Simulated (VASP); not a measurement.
Write the native input for VASP 6.6.1 that does the following.

* Task: single point
* Functional: r2SCAN
* Dispersion: rVV10
* Potentials or basis: VASP PAW PBE potentials, release 64 (Si, O)
* Cutoff: 520 eV
* k mesh: 6 × 6 × 4
* Occupations: fermi-dirac, width 0.05 eV
* Spin: no spin polarisation
* Dipole correction: no
* Further INCAR settings: ALGO = Normal; EDIFF = 1e-06; NBANDS = 44

The system is SiO2.

```
Si O
1.0
     4.89512    0.00000    0.00000
     0.00000    4.89512    0.00000
     0.00000    0.00000    6.74124
Si O
4 8
Direct
  0.81206 0.81206 0.50000
  0.68794 0.31206 0.25000
  0.31206 0.68794 0.75000
  0.18794 0.18794 0.00000
  0.76590 0.12802 0.44062
  0.87198 0.23410 0.05938
  0.12802 0.76590 0.55938
  0.26590 0.37198 0.80938
  0.23410 0.87198 0.94062
  0.73410 0.62802 0.30938
  0.37198 0.26590 0.19062
  0.62802 0.73410 0.69062
```

The input as run:

POSCAR

```
SiO2
1.0
    4.8951196337      0.0000000000      0.0000000000
    0.0000000000      4.8951196337      0.0000000000
    0.0000000000      0.0000000000      6.7412437371
Si O
4 8
Direct
    0.8120556150      0.8120556150      0.5000000000
    0.6879443850      0.3120556150      0.2500000000
    0.3120556150      0.6879443850      0.7500000000
    0.1879443850      0.1879443850      0.0000000000
    0.7659040007      0.1280165520      0.4406159389
    0.8719834480      0.2340959993      0.0593840611
    0.1280165520      0.7659040007      0.5593840611
    0.2659040007      0.3719834480      0.8093840611
    0.2340959993      0.8719834480      0.9406159389
    0.7340959993      0.6280165520      0.3093840611
    0.3719834480      0.2659040007      0.1906159389
    0.6280165520      0.7340959993      0.6906159389
```

INCAR.step1

```
PREC     = Accurate       # precision mode
ENCUT    = 520            # plane-wave cutoff, eV
ISMEAR   = -1             # smearing method
SIGMA    = 0.05           # smearing width, eV
LREAL    = F              # projectors in reciprocal space
LASPH    = T              # aspherical terms in the spheres
NELM     = 60             # most SCF steps
NBANDS   = 44             # bands
GGA      = PE             # functional
ALGO     = Normal         # electronic algorithm
EDIFF    = 1E-4           # SCF threshold, eV
LWAVE    = T              # write WAVECAR
LCHARG   = F              # write CHGCAR
```

INCAR.step2

```
PREC     = Accurate       # precision mode
ENCUT    = 520            # plane-wave cutoff, eV
EDIFF    = 1E-6           # SCF threshold, eV
ISMEAR   = -1             # smearing method
SIGMA    = 0.05           # smearing width, eV
LREAL    = F              # projectors in reciprocal space
LASPH    = T              # aspherical terms in the spheres
NELM     = 60             # most SCF steps
ALGO     = Normal         # electronic algorithm
ISIF     = 2              # what is computed and relaxed
LWAVE    = F              # write WAVECAR
LCHARG   = T              # write CHGCAR
METAGGA  = R2SCAN         # meta-GGA
LMIXTAU  = T            
LUSE_VDW = T            
IVDW_NL  = 2            
BPARAM   = 11.95        
CPARAM   = 0.0093       
LELF     = T              # ELF
LVHAR    = T            
NBANDS   = 44             # bands
ISTART   = 1
```

KPOINTS

```
regular mesh
0
Gamma
  6 6 4
```

Potentials or basis: VASP PAW PBE potentials, release 64 (Si, O).

Command:

```bash
$ cat potpaw_PBE.64/Si/POTCAR potpaw_PBE.64/O/POTCAR > POTCAR
$ cp INCAR.step1 INCAR
$ mpirun -np 1 vasp_std > vasp.out
$ cp INCAR.step2 INCAR
$ mpirun -np 1 vasp_std > vasp.out
```

Results of the run:

```yaml
Pressure: 0.3 GPa
Largest_force: 0.041 eV/Å
Band_gap_on_the_k_mesh: 6.35 eV
```

Caveat: the PAW data sets were made with another functional, which shifts forces and pressure a little.

Run time: 22 min on 1 thread of Intel Xeon 8259CL, with other jobs on the host, peak memory 0.55 GiB.
